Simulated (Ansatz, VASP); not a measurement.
Cu in VASP and in Ansatz

```xyz
2
Lattice="2.5731 0.0000 0.0000 -1.2865 2.2283 0.0000 0.0000 0.0000 4.1684" Properties=species:S:1:pos:R:3 pbc="T T T"
Cu    0.0000    1.4856    1.0421
Cu    1.2865    0.7428    3.1263
```

Alike in both runs: task relaxation of cell and atoms; functional PBE; k mesh 18 × 18 × 10; occupations fermi-dirac, width 0.05 eV; no spin polarisation.

|  | VASP | Ansatz |
| --- | --- | --- |
| version | VASP 6.6.1 | Ansatz 0.2.0 |
| potentials or method | VASP PAW PBE potentials, release 64 (Cu) | PAW with Ansatz's default frozen-core files, scalar-relativistic |
| plane-wave cutoff (eV) | 600 | 420 |
| valence electrons in the cell | 22 | 38 |

```csv
,VASP,Ansatz,Ansatz less VASP
relaxed volume (Å³/atom),12.02,11.98,-0.046
relaxed cell length with the largest relative difference (Å),2.571,2.568,-0.0033
```

VASP's potentials hold 22 valence electrons a cell and Ansatz's 38, so a difference there can come from the potentials and not from the codes.
